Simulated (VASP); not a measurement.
# Au (Pm-3m) in VASP: single point with LDA

Aim: the single point of Au with LDA.

All numbers are computed with VASP 6.6.1; they aren't measurements. Logs are shortened: lines on timing, memory, paths and dates and some standing lists are left out, and cuts for length are marked.

**1. The cell of the first run**

It takes space group Pm-3m (No. 221, cubic). The conventional cell has a = 5.164 Å, b = 5.164 Å, c = 5.164 Å, α = 90.00°, β = 90.00°, γ = 90.00°.

This isn't the form of Au at room conditions, which is fcc.

**2. Single point, LDA**

Input file INCAR:

```
SYSTEM = Au
ALGO     = Normal         ! electronic algorithm
EDIFF    = 1E-6           ! SCF threshold, eV
ENCUT    = 500            ! plane-wave cutoff, eV
GGA      = CA             ! functional
GGA_COMPAT= .False.      
ISIF     = 2              ! what is computed and relaxed
ISMEAR   = -1             ! smearing method
LASPH    = .True.         ! aspherical terms in the spheres
LCHARG   = .True.         ! write CHGCAR
LELF     = .True.         ! ELF
LREAL    = .False.        ! projectors in reciprocal space
LVHAR    = .True.       
LWAVE    = .False.        ! write WAVECAR
NBANDS   = 12             ! bands
NELM     = 120            ! most SCF steps
PREC     = Accurate       ! precision mode
SIGMA    = 0.05           ! smearing width, eV
```

Input file KPOINTS:

```
k-points
0
Gamma
  5 5 5
  0 0 0
```

Input file POSCAR:

```
Au
1.0
    5.1635330000      0.0000000000      0.0000000000
    0.0000000000      5.1635330000      0.0000000000
    0.0000000000      0.0000000000      5.1635330000
Au
1
Direct
    0.0000000000      0.0000000000      0.0000000000
```

Potentials or basis: VASP PAW LDA potentials, release 64 (Au).

Run with:

```sh
$ cat potpaw_LDA.64/Au/POTCAR > POTCAR
$ mpirun -np 1 vasp_std > vasp.out
```

OUTCAR:

```text
SYSTEM = Au
   EDIFF = 1E-6
   ENCUT = 500
   GGA = CA
   ISIF = 2
   ISMEAR = -1
   LASPH = .True.
   LREAL = .False.
   NELM = 120
   PREC = Accurate

 ion  position               nearest neighbor table
   1  0.000  0.000  0.000-

  LATTYP: Found a simple cubic cell.
 ALAT       =     5.1635330000

  Lattice vectors:

 A1 = (   5.1635330000,   0.0000000000,   0.0000000000)
 A2 = (   0.0000000000,   5.1635330000,   0.0000000000)
 A3 = (   0.0000000000,   0.0000000000,   5.1635330000)

Analysis of symmetry for initial positions (statically):
=====================================================================
 Subroutine PRICEL returns:
 Original cell was already a primitive cell.

 Routine SETGRP: Setting up the symmetry group for a
 simple cubic supercell.

 Subroutine GETGRP returns: Found 48 space group operations
 (whereof 48 operations were pure point group operations)
 out of a pool of 48 trial point group operations.

The static configuration has the point symmetry O_h .

Analysis of symmetry for dynamics (positions and initial velocities):
=====================================================================
 Subroutine PRICEL returns:
 Original cell was already a primitive cell.

 Routine SETGRP: Setting up the symmetry group for a
 simple cubic supercell.

 Subroutine GETGRP returns: Found 48 space group operations
 (whereof 48 operations were pure point group operations)
 out of a pool of 48 trial point group operations.

The dynamic configuration has the point symmetry O_h .

 Subroutine INISYM returns: Found 48 space group operations
 (whereof 48 operations are pure point group operations),
 and found     1 'primitive' translations

----------------------------------------------------------------------------------------

                                     Primitive cell

  volume of cell :     137.6705

  direct lattice vectors                    reciprocal lattice vectors
     5.163533000  0.000000000  0.000000000     0.193665849  0.000000000  0.000000000
     0.000000000  5.163533000  0.000000000     0.000000000  0.193665849  0.000000000
     0.000000000  0.000000000  5.163533000     0.000000000  0.000000000  0.193665849

  length of vectors
     5.163533000  5.163533000  5.163533000     0.193665849  0.193665849  0.193665849
[... 67 lines left out ...]
   NSW    =      0    number of steps for IOM
   IBRION =     -1    ionic relax: 0-MD 1-quasi-New 2-CG
   NFREE  =      0    steps in history (QN), initial steepest desc. (CG)
   ISIF   =      2    stress and relaxation
   ISYM   =      2    0-nonsym 1-usesym 2-fastsym
   POTIM  = 0.5000    time-step for ionic-motion
   TEBEG  =    0.0;   TEEND  =   0.0 temperature during run
   PSTRESS=    0.0 pullay stress
   NELECT =      11.0000    total number of electrons
   NUPDOWN=      -1.0000    fix difference up-down
   EMIN   =  10.00;   EMAX   =-10.00  energy-range for DOS
   EFERMI =   0.00;   METHOD = LEGACY
   ISMEAR =    -1;   SIGMA  =   0.05  broadening in eV -4-tet -1-fermi 0-gaus
   EFERMI_NEDOS =   21; number of points for ismear=-14 and -15
   IALGO  =     38    algorithm
   IMIX   =      4    mixing-type and parameters
     AMIX     =   0.40;   BMIX     =  1.00
     AMIX_MAG =   1.60;   BMIX_MAG =  1.00
  volume/ion in A,a.u.               =     137.67       929.05
  Fermi-wavevector in a.u.,A,eV,Ry     =   0.705113  1.332471  6.764605  0.497184
  Thomas-Fermi vector in A             =   1.790537
   LORBIT       =      0    0 simple, 1 ext, 2 COOP (PROOUT), +10 PAW based schemes
   GGA     = CA    functional components
   LHFCALC =     F    Hartree Fock is set to
   AEXX    =    0.0000 exact exchange contribution
   IVDW    =     0    specifies the selected vdW correction
   LEPSILON=     F    determine dielectric tensor
   LRPA    =     F    only Hartree local field effects (RPA)
 non-spin polarized calculation
  energy-cutoff  :      500.00
  volume of cell :      137.67
 maximum number of plane-waves:      3519
 NGX is ok and might be reduce to    40
   NGX = 19   NGY = 19   NGZ = 19

 number of electron      10.9999996 magnetization

 Free energy of the ion-electron system (eV)
  ---------------------------------------------------
  ext. energy  EPLUGINS =         0.00000000
  ---------------------------------------------------
  free energy    TOTEN  =        -0.22949055 eV

  energy without entropy =       -0.20188491  energy(sigma->0) =       -0.21568773

 E-fermi :  -4.4104     XC(G=0):  -4.0932

 val. band max:       -4.4832420283   @ k =   0.4000   0.2000   0.0000
 cond. band min:      -4.3867547163   @ k =   0.4000   0.2000   0.2000
 fundamental gap:      0.0964873120
 Fermi energy:        -4.4103793083

 k-point     1 :       0.0000    0.0000    0.0000
  band No.  band energies     occupation
      1      -5.5945      2.00000
      2      -5.5945      2.00000
      3      -5.5134      2.00000
      4      -5.5134      2.00000
      5      -5.5134      2.00000
      6      -4.9268      1.99993
      7       2.0928      0.00000
      8       2.0928      0.00000
      9       2.0928      0.00000
     10       2.3217      0.00000
     11       4.6030      0.00000
     12       4.6030      0.00000
[... 121 lines left out ...]
 k-point    10 :       0.4000    0.4000    0.4000
  band No.  band energies     occupation
      1      -5.5572      2.00000
      2      -5.5565      2.00000
      3      -5.5565      2.00000
      4      -5.4958      2.00000
      5      -5.4958      2.00000
      6      -4.0163      0.00075
      7       0.5847      0.00000
      8       0.7067      0.00000
      9       0.7067      0.00000
     10       3.3680      0.00000
     11       3.8365      0.00000
     12       3.8365      0.00000

------------------------ aborting loop because EDIFF is reached ----------------------------------------

  FORCE on cell =-STRESS in cart. coord.  units (eV):
  Direction    XX          YY          ZZ          XY          YZ          ZX
  --------------------------------------------------------------------------------------
  -------------------------------------------------------------------------------------
  Total       -0.4827062     -0.4827062     -0.4827062     -0.0000000     -0.0000000      0.0000000
  in kB       -5.6176233     -5.6176233     -5.6176233     -0.0000000     -0.0000000      0.0000000
  external PRESSURE =      -5.6176233 kB  Pullay stress =       0.0000000 kB

 VOLUME and BASIS-vectors are now :
 -----------------------------------------------------------------------------
  energy-cutoff  :      500.00
  volume of cell :      137.67
      direct lattice vectors                 reciprocal lattice vectors
     5.163533000  0.000000000  0.000000000     0.193665849  0.000000000  0.000000000
     0.000000000  5.163533000  0.000000000     0.000000000  0.193665849  0.000000000
     0.000000000  0.000000000  5.163533000     0.000000000  0.000000000  0.193665849

 POSITION                                       TOTAL-FORCE (eV/Angst)
 -----------------------------------------------------------------------------------
      0.00000      0.00000      0.00000         0.000000      0.000000      0.000000
 -----------------------------------------------------------------------------------
    total drift:                               -0.000000     -0.000000      0.000000

  FREE ENERGIE OF THE ION-ELECTRON SYSTEM (eV)
  ---------------------------------------------------
  free  energy   TOTEN  =        -0.2294905507 eV

  energy  without entropy=       -0.2018849105  energy(sigma->0) =       -0.21568773
```

stdout:

```text
POSCAR found type information on POSCAR Au
 POSCAR found :  1 types and       1 ions
 scaLAPACK will be used
 LDA part: xc-table for (Slater(with rela. corr.)+CA(PZ))
 , standard interpolation
 POSCAR, INCAR and KPOINTS ok, starting setup
 FFT: planning ... GRIDC
 FFT: planning ... GRID_SOFT
 FFT: planning ... GRID
 WAVECAR not read
 entering main loop
```

It took 11 s on 1 thread of Intel Xeon Platinum 8259CL at 2.50GHz (Skylake/Cascade Lake), shared host; peak memory 0.19 GiB.

Results:

```yaml
Free_energy: -0.2295 eV
Pressure: -0.6 GPa
Band_gap_on_the_k_mesh: zero (an odd number of electrons rules out a gap without spin polarisation)
```

Levels at points of the mesh, in eV from the Fermi level:
| k point | band 2 | band 3 | band 4 | band 5 | band 6 | band 7 | band 8 | band 9 | band 10 | band 11 |
| --- | --- | --- | --- | --- | --- | --- | --- | --- | --- | --- |
| (0.00, 0.00, 0.00) | -1.18 | -1.10 | -1.10 | -1.10 | -0.52 | 6.50 | 6.50 | 6.50 | 6.73 | 9.01 |

Caveat: spin-orbit coupling is left out, which moves the levels of the heavy elements.
